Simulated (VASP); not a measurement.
# TiO2: single point with LDA

The system is TiO2.

```xyz
9
Lattice="5.4360 0.0000 0.0000 -2.7180 4.7077 0.0000 0.0000 0.0000 5.8924" Properties=species:S:1:pos:R:3 pbc="T T T"
Ti    2.4885    0.0000    1.9641
Ti   -1.2443    2.1551    3.9283
Ti    1.4737    2.5526    0.0000
O     0.8150    4.0943    0.6397
O     3.5330    0.6134    3.2886
O     0.4202    1.9548    4.5680
O     3.1382    2.7529    5.2527
O    -1.2352    3.3664    2.6039
O     1.4828    1.3413    1.3244
```

```
Program                : VASP 6.6.1
Task                   : single point
Functional             : LDA
Potentials or basis    : VASP PAW LDA potentials, release 64 (Ti_sv, O)
Cutoff                 : 600 eV
k mesh                 : 6 × 6 × 5
Occupations            : fermi-dirac, width 0.05 eV
Spin                   : no spin polarisation
Dipole correction      : no
Further INCAR settings : ALGO = Normal; EDIFF = 1e-06; NBANDS = 46
```

```yaml
Pressure: 0.9 GPa
Largest_force: 0.093 eV/Å
Band_gap_on_the_k_mesh: 3.69 eV (least direct gap 3.73 eV)
```

Forces on the atoms (eV/Å):
```
Ti  -0.020  0.000  0.000
Ti   0.010 -0.017  0.000
Ti   0.010  0.017  0.000
O    0.028  0.072 -0.053
O    0.028 -0.072  0.053
O    0.048 -0.060 -0.053
O    0.048  0.060  0.053
O   -0.076 -0.011 -0.053
O   -0.076  0.011  0.053
```

Levels at points of the mesh, in eV from the valence-band top:
```tsv
k point	band 33	band 34	band 35	band 36	band 37	band 38	band 39	band 40
(0.00, 0.00, 0.00)	-0.85	-0.44	-0.31	-0.31	3.78	4.32	4.32	4.66
(0.50, 0.00, 0.00)	-0.77	-0.74	-0.22	0.00	3.95	3.97	4.25	4.92
```

Wall time 5.8 min on 1 thread of Oxide Virtual Turin-like Processor, on a shared host, peak memory 0.32 GiB.

A k mesh can miss the band edges.
